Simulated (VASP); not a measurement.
Here is a VASP 6.6.1 calculation.

File INCAR:

```
PREC = Accurate
ENCUT = 600
EDIFF = 1E-6
ISMEAR = -1
SIGMA = 0.08
LREAL = F
LASPH = T
NELM = 60
ALGO = Normal
ISIF = 3
LWAVE = F
LCHARG = F
GGA = PE
IBRION = 2
NSW = 60
EDIFFG = -0.005
PSTRESS = 720.0
```

File KPOINTS:

```
regular mesh
0
Gamma
  20 20 20
```

POSCAR

```
P
1.0
   -1.3561329705      1.3561329705      1.3561329705
    1.3561329705     -1.3561329705      1.3561329705
    1.3561329705      1.3561329705     -1.3561329705
P
1
Direct
    0.0000000000      0.0000000000      0.0000000000
```

Potentials or basis: VASP PAW PBE potentials, release 64 (P).

Command:

```bash
$ cat potpaw_PBE.64/P/POTCAR > POTCAR
$ mpirun -np 1 vasp_std > vasp.out
```

(1) What does it give for the space group after relaxing (to 0.05 Å)?

(2) Estimate the relaxed cell.

Answers

(1) Im-3m (No. 229).

(2) a = 2.341 Å, b = 2.341 Å, c = 2.341 Å, α = 109.47°, β = 109.47°, γ = 109.47°.
